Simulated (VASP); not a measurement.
# Li2S (Fm-3m) in VASP: notebook

Runs on Li2S. Level: PBE. Tasks: dielectric tensor, electric field gradients.

All numbers are computed with VASP 6.6.1; they aren't measurements. Logs are shortened: lines on timing, memory, paths and dates and some standing lists are left out, and cuts for length are marked.

### Step 1. The cell of the first run

It takes space group Fm-3m (No. 225, cubic). Conventional cell: a = 5.689 Å, b = 5.689 Å, c = 5.689 Å, α = 90.00°, β = 90.00°, γ = 90.00°. Within 3.3 Å of Li (site symmetry -43m) lie 4 S at 2.46 Å and 6 Li at 2.84 Å. Within 3.3 Å of S (site symmetry m-3m) lie 8 Li at 2.46 Å.

### Step 2. Dielectric tensor, PBE

Input file INCAR:

```
SYSTEM = Li2S
PREC = Accurate
ENCUT = 650
EDIFF = 1E-8
ISMEAR = 0
SIGMA = 0.01
LREAL = .False.
LASPH = .True.
NELM = 120
ALGO = Normal
ISIF = 2
LWAVE = .False.
LCHARG = .False.
GGA = PE
LEPSILON = .True.
GGA_COMPAT = .False.
```

Input file KPOINTS:

```
regular mesh
0
Gamma
  8 8 8
  0 0 0
```

Input file POSCAR:

```
Li2S
1.0
    0.0000000000      2.8445000000      2.8445000000
    2.8445000000      0.0000000000      2.8445000000
    2.8445000000      2.8445000000      0.0000000000
Li S
2 1
Direct
    0.2500000000      0.2500000000      0.2500000000
    0.7500000000      0.7500000000      0.7500000000
    0.0000000000      0.0000000000      0.0000000000
```

Potentials or basis: VASP PAW PBE potentials, release 64 (Li_sv, S).

Launch:

```bash
$ cat potpaw_PBE.64/Li_sv/POTCAR potpaw_PBE.64/S/POTCAR > POTCAR
$ mpirun -np 1 vasp_std > vasp.out
```

OUTCAR:

```text
SYSTEM = Li2S
   PREC = Accurate
   ENCUT = 650
   EDIFF = 1E-8
   ISMEAR = 0
   LREAL = .False.
   LASPH = .True.
   NELM = 120
   ISIF = 2
   GGA = PE
   LEPSILON = .True.

 ion  position               nearest neighbor table
   1  0.250  0.250  0.250-   3 2.46   3 2.46   3 2.46   3 2.46
   2  0.750  0.750  0.750-   3 2.46   3 2.46   3 2.46   3 2.46
   3  0.000  0.000  0.000-   2 2.46   2 2.46   2 2.46   1 2.46   2 2.46   1 2.46   1 2.46   1 2.46

  LATTYP: Found a face centered cubic cell.
 ALAT       =     5.6890000000

  Lattice vectors:

 A1 = (   0.0000000000,   2.8445000000,   2.8445000000)
 A2 = (   2.8445000000,   0.0000000000,   2.8445000000)
 A3 = (   2.8445000000,   2.8445000000,   0.0000000000)

Analysis of symmetry for initial positions (statically):
=====================================================================
 Subroutine PRICEL returns:
 Original cell was already a primitive cell.

 Routine SETGRP: Setting up the symmetry group for a
 face centered cubic supercell.

 Subroutine GETGRP returns: Found 48 space group operations
 (whereof 48 operations were pure point group operations)
 out of a pool of 48 trial point group operations.

The static configuration has the point symmetry O_h .

Analysis of symmetry for dynamics (positions and initial velocities):
=====================================================================
 Subroutine PRICEL returns:
 Original cell was already a primitive cell.

 Routine SETGRP: Setting up the symmetry group for a
 face centered cubic supercell.

 Subroutine GETGRP returns: Found 48 space group operations
 (whereof 48 operations were pure point group operations)
 out of a pool of 48 trial point group operations.

The dynamic configuration has the point symmetry O_h .

 Subroutine INISYM returns: Found 48 space group operations
 (whereof 48 operations are pure point group operations),
 and found     1 'primitive' translations

----------------------------------------------------------------------------------------

                                     Primitive cell

  volume of cell :      46.0307

  direct lattice vectors                    reciprocal lattice vectors
     0.000000000  2.844500000  2.844500000    -0.175777817  0.175777817  0.175777817
     2.844500000  0.000000000  2.844500000     0.175777817 -0.175777817  0.175777817
     2.844500000  2.844500000  0.000000000     0.175777817  0.175777817 -0.175777817

  length of vectors
     4.022730478  4.022730478  4.022730478     0.304456110  0.304456110  0.304456110

  position of ions in fractional coordinates (direct lattice)
     0.250000000  0.250000000  0.250000000
     0.750000000  0.750000000  0.750000000
     0.000000000  0.000000000  0.000000000

  ion indices of the primitive-cell ions
   primitive index   ion index
                 1           1
                 2           2
                 3           3

----------------------------------------------------------------------------------------

 KPOINTS: regular mesh

Automatic generation of k-mesh.
 Grid dimensions read from file:
 generate k-points for:    8    8    8

 Generating k-lattice:

  Cartesian coordinates                     Fractional coordinates (reciprocal lattice)
    -0.021972227  0.021972227  0.021972227     0.125000000  0.000000000  0.000000000
     0.021972227 -0.021972227  0.021972227     0.000000000  0.125000000  0.000000000
     0.021972227  0.021972227 -0.021972227     0.000000000  0.000000000  0.125000000

  Length of vectors
     0.038057014  0.038057014  0.038057014

  Shift w.r.t. Gamma in fractional coordinates (k-lattice)
     0.000000000  0.000000000  0.000000000

 Subroutine IBZKPT returns following result:
 ===========================================

 Found     29 irreducible k-points:

 Following reciprocal coordinates:
            Coordinates               Weight
  0.000000  0.000000  0.000000      1.000000
  0.125000  0.000000  0.000000      8.000000
  0.250000  0.000000  0.000000      8.000000
  0.375000  0.000000  0.000000      8.000000
  0.500000  0.000000  0.000000      4.000000
  0.125000  0.125000  0.000000      6.000000
[... 16 lines left out ...]
  0.500000  0.250000  0.125000     48.000000
 -0.375000  0.250000  0.125000     24.000000
 [... further k-points ...]
   k-points           NKPTS =     29   k-points in BZ     NKDIM =     29   number of bands    NBANDS=     10
   number of dos      NEDOS =    301   number of ions     NIONS =      3
   total plane-waves  NPLWV =  46656
   dimension x,y,z NGX =    36 NGY =   36 NGZ =   36
   dimension x,y,z NGXF=    72 NGYF=   72 NGZF=   72
   ions per type =               2   1
   NGX,Y,Z   is equivalent  to a cutoff of  14.88, 14.88, 14.88 a.u.
   NGXF,Y,Z  is equivalent  to a cutoff of  29.76, 29.76, 29.76 a.u.
 SYSTEM =  Li2S
[... 15 lines left out ...]
   ISIF   =      2    stress and relaxation
   ISYM   =      2    0-nonsym 1-usesym 2-fastsym
   POTIM  = 0.5000    time-step for ionic-motion
   TEBEG  =    0.0;   TEEND  =   0.0 temperature during run
   PSTRESS=    0.0 pullay stress
   NELECT =      12.0000    total number of electrons
   NUPDOWN=      -1.0000    fix difference up-down
   EMIN   =  10.00;   EMAX   =-10.00  energy-range for DOS
   EFERMI =   0.00;   METHOD = LEGACY
   ISMEAR =     0;   SIGMA  =   0.01  broadening in eV -4-tet -1-fermi 0-gaus
   EFERMI_NEDOS =   21; number of points for ismear=-14 and -15
   IALGO  =     38    algorithm
   IMIX   =      4    mixing-type and parameters
     AMIX     =   0.40;   BMIX     =  1.00
     AMIX_MAG =   1.60;   BMIX_MAG =  1.00
  volume/ion in A,a.u.               =      15.34       103.54
  Fermi-wavevector in a.u.,A,eV,Ry     =   1.045810  1.976294 14.880934  1.093718
  Thomas-Fermi vector in A             =   2.180621
   LORBIT       =      0    0 simple, 1 ext, 2 COOP (PROOUT), +10 PAW based schemes
   GGA     = PE    functional components
   LHFCALC =     F    Hartree Fock is set to
   AEXX    =    0.0000 exact exchange contribution
   IVDW    =     0    specifies the selected vdW correction
   LEPSILON=     T    determine dielectric tensor
   LRPA    =     F    only Hartree local field effects (RPA)
 non-spin polarized calculation
 Gauss-broadening in eV      SIGMA  =   0.01
  energy-cutoff  :      650.00
  volume of cell :       46.03
 maximum number of plane-waves:      1759
 NGX is ok and might be reduce to    36

--------------------------------------- Ionic step        1  -------------------------------------------

 number of electron      11.9999998 magnetization

 E-fermi :   1.6477     XC(G=0):  -8.5256

 val. band max:        1.4927241586   @ k =   0.0000   0.0000   0.0000
 cond. band min:       4.8788555936   @ k =   0.5000   0.5000   0.0000
 fundamental gap:      3.3861314350
 Fermi energy:         1.6477459863

 k-point     1 :       0.0000    0.0000    0.0000
  band No.  band energies     occupation
      1     -42.6731      2.00000
      2     -42.6300      2.00000
      3      -9.5431      2.00000
      4       1.4927      2.00000
      5       1.4927      2.00000
      6       1.4927      2.00000
      7       5.7908      0.00000
      8       7.7245      0.00000
      9       7.7245      0.00000
     10       7.7245      0.00000
[... 287 lines left out ...]
 k-point    24 :      -0.3750    0.2500    0.1250
  band No.  band energies     occupation
      1     -42.6505      2.00000
      2     -42.6505      2.00000
      3      -9.0393      2.00000
      4      -1.0958      2.00000
      5       0.2438      2.00000
      6       0.5835      2.00000
      7       7.3614      0.00000
      8       8.1562      0.00000
      9       9.8661      0.00000
     10      10.5114      0.00000

 [... further k-points ...]

  FORCE on cell =-STRESS in cart. coord.  units (eV):
  Direction    XX          YY          ZZ          XY          YZ          ZX
  --------------------------------------------------------------------------------------
  -------------------------------------------------------------------------------------
  Total        0.0573359      0.0573359      0.0573359      0.0000000      0.0000000      0.0000000
  in kB        1.9956744      1.9956744      1.9956744      0.0000000      0.0000000      0.0000000
  external PRESSURE =       1.9956744 kB  Pullay stress =       0.0000000 kB

 VOLUME and BASIS-vectors are now :
 -----------------------------------------------------------------------------
  energy-cutoff  :      650.00
  volume of cell :       46.03
      direct lattice vectors                 reciprocal lattice vectors
     0.000000000  2.844500000  2.844500000    -0.175777817  0.175777817  0.175777817
     2.844500000  0.000000000  2.844500000     0.175777817 -0.175777817  0.175777817
     2.844500000  2.844500000  0.000000000     0.175777817  0.175777817 -0.175777817

 POSITION                                       TOTAL-FORCE (eV/Angst)
 -----------------------------------------------------------------------------------
      1.42225      1.42225      1.42225        -0.000000     -0.000000     -0.000000
      4.26675      4.26675      4.26675         0.000000      0.000000      0.000000
      0.00000      0.00000      0.00000        -0.000000     -0.000000      0.000000
 -----------------------------------------------------------------------------------
    total drift:                                0.000000      0.000000      0.000000

  FREE ENERGIE OF THE ION-ELECTRON SYSTEM (eV)
  ---------------------------------------------------
  free  energy   TOTEN  =       -11.9949895508 eV

  energy  without entropy=      -11.9949895508  energy(sigma->0) =      -11.99498955

 HEAD OF MICROSCOPIC STATIC DIELECTRIC TENSOR (INDEPENDENT PARTICLE, excluding Hartree and local field effects)
 ------------------------------------------------------
           4.317652     0.000000     0.000000
          -0.000000     4.317652     0.000000
           0.000000     0.000000     4.317652
 ------------------------------------------------------

 Free energy of the ion-electron system (eV)
  ---------------------------------------------------
  ---------------------------------------------------
  free energy    TOTEN  =        -0.42198402 eV

  energy without entropy =       -0.42198402

------------------------ aborting loop because EDIFF is reached ----------------------------------------

--------------------------------------- Ionic step        2  -------------------------------------------

------------------------ aborting loop because EDIFF is reached ----------------------------------------

--------------------------------------- Ionic step        3  -------------------------------------------

 Free energy of the ion-electron system (eV)
  ---------------------------------------------------
  ---------------------------------------------------
  free energy    TOTEN  =        -0.42198406 eV

  energy without entropy =       -0.42198406

------------------------ aborting loop because EDIFF is reached ----------------------------------------

 PIEZOELECTRIC TENSOR FIELD DIRECTION 3  (e Angst)
 -----------------------------------------------------------------------------
    -0.00020  0.00000  0.00000           ( -0.00001  0.00000  0.00000)
     0.00000 -0.00020  0.00000           (  0.00000 -0.00001 -0.00000)
    -0.00000 -0.00000 -0.00114           (  0.00000 -0.00000 -0.00000)

 PIEZOELECTRIC TENSOR FIELD DIRECTION 3  (C/m^2)
 -----------------------------------------------------------------------------
    -0.00007  0.00000  0.00000
     0.00000 -0.00007  0.00000
    -0.00000 -0.00000 -0.00040

 MACROSCOPIC STATIC DIELECTRIC TENSOR (including local field effects in DFT)
 ------------------------------------------------------
           3.894517    -0.000000    -0.000000
           0.000000     3.894517     0.000000
          -0.000000     0.000000     3.894517
 ------------------------------------------------------

 PIEZOELECTRIC TENSOR (including local field effects)  for field in x, y, z        (e  Angst)
          XX          YY          ZZ          XY          YZ          ZX
  --------------------------------------------------------------------------------
  x     0.00000     0.00000     0.00000     0.00000     0.00000     0.00000
  y     0.00000     0.00000     0.00000     0.00000     0.00000     0.00000
  z     0.00000     0.00000     0.00000     0.00000     0.00000     0.00000

 PIEZOELECTRIC TENSOR (including local field effects)  for field in x, y, z        (C/m^2)
          XX          YY          ZZ          XY          YZ          ZX
  --------------------------------------------------------------------------------
  x     0.00000     0.00000     0.00000     0.00000     0.00000     0.00000
  y     0.00000     0.00000     0.00000     0.00000     0.00000     0.00000
  z     0.00000     0.00000     0.00000     0.00000     0.00000     0.00000

 BORN EFFECTIVE CHARGES (including local field effects) (in |e|, cummulative output)
 ---------------------------------------------------------------------------------
 ion    1
    1     0.94805    -0.00000     0.00000
    2    -0.00000     0.94805     0.00000
    3    -0.00000     0.00000     0.94805
 ion    2
    1     0.94805    -0.00000     0.00000
    2    -0.00000     0.94805    -0.00000
    3     0.00000    -0.00000     0.94805
 ion    3
    1    -1.89611    -0.00000     0.00000
    2    -0.00000    -1.89611     0.00000
    3     0.00000     0.00000    -1.89611
```

It took 9.1 min on 1 thread of Intel Xeon Platinum 8259CL at 2.50GHz (Skylake/Cascade Lake), shared host; peak memory 0.28 GiB.

Results:

| Item | Value |
| --- | --- |
| Band gap on the k mesh | 3.39 eV (least direct gap 4.30 eV) |
| Electronic dielectric tensor (diagonal) | 3.89 |
| Born charges (mean of the diagonal) | Li +0.95; S -1.90 e |

Electronic dielectric tensor:
```
3.89 0.00 0.00
0.00 3.89 0.00
0.00 0.00 3.89
```

Born effective charge tensors (e):
atom 1, Li
```
0.95 0.00 0.00
0.00 0.95 0.00
0.00 0.00 0.95
```
atom 2, Li
```
0.95 0.00 0.00
0.00 0.95 0.00
0.00 0.00 0.95
```
atom 3, S
```
-1.90  0.00  0.00
 0.00 -1.90  0.00
 0.00  0.00 -1.90
```

### Step 3. Electric field gradients, PBE

This run uses another cell than the first one: it holds 24 atoms, not 3.

Input file INCAR:

```
SYSTEM = Li2S
  PREC = Accurate
  ENCUT = 650
  EDIFF = 1E-8
  ISMEAR = 0
  SIGMA = 0.01
  LREAL = .False.
  LASPH = .True.
  NELM = 120
  ALGO = Normal
  ISIF = 2
  LWAVE = .False.
  LCHARG = .False.
  GGA = PE
  LEFG = .True.
  NBANDS = 66
  GGA_COMPAT = .False.
```

Input file KPOINTS:

```
regular mesh
0
Gamma
  3 3 3
  0 0 0
```

Input file POSCAR:

```
Li2S
1.0
    0.0000000000      5.6890000000      5.6890000000
    5.6890000000      0.0000000000      5.6890000000
    5.6890000000      5.6890000000      0.0000000000
Li S
16 8
Direct
    0.1250000000      0.1250000000      0.1250000000
    0.1250000000      0.1250000000      0.6250000000
    0.1250000000      0.6250000000      0.1250000000
    0.1250000000      0.6250000000      0.6250000000
    0.6250000000      0.1250000000      0.1250000000
    0.6250000000      0.1250000000      0.6250000000
    0.6250000000      0.6250000000      0.1250000000
    0.6250000000      0.6250000000      0.6250000000
    0.3750000000      0.3750000000      0.3750000000
    0.3750000000      0.3750000000      0.8750000000
    0.3750000000      0.8750000000      0.3750000000
    0.3750000000      0.8750000000      0.8750000000
    0.8750000000      0.3750000000      0.3750000000
    0.8750000000      0.3750000000      0.8750000000
    0.8750000000      0.8750000000      0.3750000000
    0.8750000000      0.8750000000      0.8750000000
    0.0000000000      0.0000000000      0.0000000000
    0.0000000000      0.0000000000      0.5000000000
    0.0000000000      0.5000000000      0.0000000000
    0.0000000000      0.5000000000      0.5000000000
    0.5000000000      0.0000000000      0.0000000000
    0.5000000000      0.0000000000      0.5000000000
    0.5000000000      0.5000000000      0.0000000000
    0.5000000000      0.5000000000      0.5000000000
```

Potentials or basis: VASP PAW PBE potentials, release 64 (Li_sv, S).

Launch:

```bash
$ cat potpaw_PBE.64/Li_sv/POTCAR potpaw_PBE.64/S/POTCAR > POTCAR
$ mpirun -np 1 vasp_std > vasp.out
```

OUTCAR:

```text
SYSTEM = Li2S
   PREC = Accurate
   ENCUT = 650
   EDIFF = 1E-8
   ISMEAR = 0
   LREAL = .False.
   LASPH = .True.
   NELM = 120
   ISIF = 2
   GGA = PE

 ion  position               nearest neighbor table
   1  0.125  0.125  0.125-  17 2.46  18 2.46  19 2.46  21 2.46
   2  0.125  0.125  0.625-  17 2.46  18 2.46  20 2.46  22 2.46
   3  0.125  0.625  0.125-  17 2.46  19 2.46  20 2.46  23 2.46
   4  0.125  0.625  0.625-  18 2.46  19 2.46  20 2.46  24 2.46
   5  0.625  0.125  0.125-  17 2.46  21 2.46  22 2.46  23 2.46
   6  0.625  0.125  0.625-  18 2.46  21 2.46  22 2.46  24 2.46
[... 8 lines left out ...]
  15  0.875  0.875  0.375-  17 2.46  18 2.46  20 2.46  22 2.46
  16  0.875  0.875  0.875-  17 2.46  18 2.46  19 2.46  21 2.46
  17  0.000  0.000  0.000-   1 2.46   2 2.46   3 2.46   5 2.46  12 2.46  14 2.46  15 2.46  16 2.46
[... 20 lines left out ...]
 A1 = (   0.0000000000,   5.6890000000,   5.6890000000)
 A2 = (   5.6890000000,   0.0000000000,   5.6890000000)
 A3 = (   5.6890000000,   5.6890000000,   0.0000000000)

Analysis of symmetry for initial positions (statically):
=====================================================================
 Subroutine PRICEL returns following result:

  LATTYP: Found a face centered cubic cell.
 ALAT       =     5.6890000000

  Lattice vectors:

[... 478 lines left out ...]

  energy  without entropy=      -95.9587558533  energy(sigma->0) =      -95.95875585

 Electric field gradients (V/A^2)
---------------------------------------------------------------------
 ion       V_xx      V_yy      V_zz      V_xy      V_xz      V_yz
---------------------------------------------------------------------
   1      -0.000     0.000     0.000    -0.001    -0.001    -0.001
   2      -0.000     0.000     0.000    -0.001    -0.001    -0.001
   3       0.000     0.000     0.000    -0.001    -0.001    -0.001
   4      -0.000     0.000     0.000    -0.001    -0.001    -0.001
   5      -0.000     0.000     0.000    -0.001    -0.001    -0.001
   6      -0.000     0.000     0.000    -0.001    -0.001    -0.001
[... 16 lines left out ...]
  23      -0.000    -0.000    -0.000    -0.000    -0.000    -0.000
  24      -0.000    -0.000    -0.000    -0.000    -0.000    -0.000
---------------------------------------------------------------------

 Electric field gradients after diagonalization (V/A^2)
 (convention: |V_zz| > |V_xx| > |V_yy|)
----------------------------------------------------------------------
 ion       V_xx      V_yy      V_zz     asymmetry (V_yy - V_xx)/ V_zz
----------------------------------------------------------------------
   1       0.001     0.001    -0.002       0.000
   2       0.001     0.001    -0.002       0.000
   3       0.001     0.001    -0.002       0.000
   4       0.001     0.001    -0.002       0.000
   5       0.001     0.001    -0.002       0.000
   6       0.001     0.001    -0.002       0.000
[... 16 lines left out ...]
  23       0.000     0.000    -0.000       0.000
  24       0.000     0.000    -0.000       0.000
----------------------------------------------------------------------

           NMR quadrupolar parameters

 Cq : quadrupolar parameter    Cq=e*Q*V_zz/h
 eta: asymmetry parameters     (V_yy - V_xx)/ V_zz
 Q  : nuclear electric quadrupole moment in mb (millibarn)
----------------------------------------------------------------------
 ion       Cq(MHz)       eta       Q (mb)
----------------------------------------------------------------------
   1      -0.000       0.000       1.000
   2      -0.000       0.000       1.000
   3      -0.000       0.000       1.000
   4      -0.000       0.000       1.000
   5      -0.000       0.000       1.000
   6      -0.000       0.000       1.000
[... 16 lines left out ...]
  23      -0.000       0.000       1.000
  24      -0.000       0.000       1.000
----------------------------------------------------------------------
```

It took 7.7 min on 1 thread of Intel Xeon Platinum 8259CL at 2.50GHz (Skylake/Cascade Lake), shared host; peak memory 0.71 GiB.

What came out:

```yaml
Free_energy: -95.9588 eV
Pressure: 0.2 GPa
Band_gap_on_the_k_mesh: 3.39 eV
Largest_electric_field_gradient_by_atom: zero within the noise of the run
```
